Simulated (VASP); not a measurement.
A run of VASP 6.6.1 is set up as follows.

Contents of INCAR:

```
SYSTEM = TaN
PREC = Accurate
ENCUT = 520
EDIFF = 1E-8
ISMEAR = -1
SIGMA = 0.01
LREAL = .FALSE.
LASPH = .TRUE.
NELM = 80
ALGO = Normal
ISIF = 2
LWAVE = .FALSE.
LCHARG = .FALSE.
GGA = PS
LEFG = .TRUE.
NBANDS = 24
```

Contents of KPOINTS:

```
Automatic mesh
0
G
  11 11 6
  0 0 0
```

File POSCAR:

```
TaN
1.0
    3.1089620182      0.0000000000      0.0000000000
   -1.5544810091      2.6924400871      0.0000000000
    0.0000000000      0.0000000000      4.9180000000
Ta N
2 2
Direct
    0.0000000000      0.0000000000      0.0000000000
    0.0000000000      0.0000000000      0.5000000000
    0.3333333333      0.6666666667      0.2500000000
    0.6666666667      0.3333333333      0.7500000000
```

Potentials or basis: VASP PAW PBE potentials, release 64 (Ta_pv, N).

The run is started by

```console
$ cat potpaw_PBE.64/Ta_pv/POTCAR potpaw_PBE.64/N/POTCAR > POTCAR
$ mpirun -np 1 vasp_std > vasp.out
```

(1) Estimate the band gap on the k mesh.

(2) Predict the pressure.

Answers

(1) zero (band 16 reaches 9.99 eV, above the bottom of band 17 at 7.32 eV).

(2) 32.9 GPa.

Caveat: the cell differs from its parent crystal (equal xx and yy strain of +2 %); without QUAD_EFG the Cq values of the log hold for a quadrupole moment of 1 mb, not for the nuclei; the PAW data sets were made with another functional, which shifts forces and pressure a little; spin-orbit coupling is left out, which moves the levels of the heavy elements.
